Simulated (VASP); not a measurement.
## CdS: single point with PBEsol

Crystal: CdS.

```
Cd S
1.0
     0.22026    2.64928    2.64928
     2.86954    0.00000    2.86954
     2.86954    2.86954    0.00000
Cd S
1 1
Direct
  0.00000 0.00000 0.00000
  0.50000 0.50000 0.50000
```

This cell differs from its parent crystal: strained.

```
Program             : VASP 6.6.1
Task                : single point
Functional          : PBEsol
Potentials or basis : VASP PAW PBE potentials, release 64 (Cd, S)
Cutoff              : 520 eV
k mesh              : 12 × 12 × 12
Occupations         : gaussian, width 0.05 eV
Spin                : no spin polarisation
```

```yaml
Pressure: -4.2 GPa
Band_gap_on_the_k_mesh: zero (bands 9 and 10 overlap by 0.09 eV)
```

Stress tensor (GPa, compression positive):
```
-4.24 -2.36 -2.36
-2.36 -4.24  2.36
-2.36  2.36 -4.24
```

Levels at points of the mesh, in eV from the Fermi level:
| k point | band 7 | band 8 | band 9 | band 10 | band 11 | band 12 |
| --- | --- | --- | --- | --- | --- | --- |
| (0.00, 0.00, 0.00) | -1.16 | -1.16 | -0.36 | 0.34 | 8.39 | 8.39 |
| (0.50, 0.00, 0.00) | -4.47 | -0.47 | -0.47 | 2.52 | 4.77 | 4.77 |
| (0.00, 0.50, 0.00) | -5.17 | -0.20 | -0.01 | 3.27 | 5.53 | 6.26 |
| (0.50, 0.50, 0.00) | -4.35 | -2.69 | -1.79 | -0.11 | 5.85 | 8.83 |

It took 3.6 min on 1 thread of Intel Xeon 8259CL, with other jobs on the host, peak memory 0.26 GiB.

Caveat: the cell differs from its parent crystal (strained); the cell stands under tension; semilocal functionals underestimate gaps, and a narrow one can read as zero; the PAW data sets were made with another functional, which shifts forces and pressure a little.
